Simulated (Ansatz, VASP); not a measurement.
## One calculation of SiC, two programs

The input INCAR:

```
  PREC = Accurate
  ENCUT = 520
  EDIFF = 1E-7
  ISMEAR = -1
  SIGMA = 0.02
  LREAL = F
  LASPH = T
  NELM = 80
  ALGO = Normal
  ISIF = 2
  LWAVE = F
  LCHARG = F
  GGA = PE
  IBRION = 2
  NSW = 80
  EDIFFG = -0.02
```

The input KPOINTS:

```
Automatic mesh
0
Gamma
  16 16 9
```

POSCAR

```
SiC
1.0
    3.0760000000      0.0000000000      0.0000000000
   -1.5380000000      2.6638941420      0.0000000000
    0.0000000000      0.0000000000      5.1489600000
Si C
2 2
Direct
    0.3333333333      0.6666666667      0.0044955126
    0.6666666667      0.3333333333      0.5044955126
    0.3333333333      0.6666666667      0.3805044874
    0.6666666667      0.3333333333      0.8805044874
```

Input for Ansatz:

```yaml
crystal:
  lattice:
    - [3.076, 0.0, 0.0]
    - [-1.538, 2.663894142, 0.0]
    - [0.0, 0.0, 5.14896]
  atoms:
    - { symbol: Si, position: [0.3333333333, 0.6666666667, 0.0044955126] }
    - { symbol: Si, position: [0.6666666667, 0.3333333333, 0.5044955126] }
    - { symbol: C, position: [0.3333333333, 0.6666666667, 0.3805044874] }
    - { symbol: C, position: [0.6666666667, 0.3333333333, 0.8805044874] }
kpoints:
  mp_grid: { grid: [16, 16, 9] }
scf:
  occupations: { method: fermi_dirac, width: 0.02 }
hamiltonian:
  xc: pbe
  pseudopotentials: { kind: paw }
output:
  forces: true
  stress: true
  populations: true
  efg: { contact_densities: true }
  write_density: true
  write_potential: true
  elf: true
  volumetric_format: npy
relax:
  f_tol: 0.02
  max_steps: 60
```

Change from the starting cell: z stretched by +2 %, ions relaxed.

Alike in both runs: task relaxation of the atoms; functional PBE; k mesh 16 × 16 × 9; occupations fermi-dirac, width 0.02 eV; no spin polarisation.

```csv
,VASP,Ansatz
version,VASP 6.6.1,Ansatz 0.2.0
potentials or method,"VASP PAW PBE potentials, release 64 (Si, C)","plane-wave PAW, scalar-relativistic"
plane-wave cutoff (eV),520,420
valence electrons in the cell,16,16
```

|  | VASP | Ansatz | Ansatz less VASP |
| --- | --- | --- | --- |
| gap on the k mesh at the Fermi level, each at its own relaxed structure (eV) | 2.23 | 2.23 | +0.003 |

Ansatz's warnings: stress scf threshold loose.
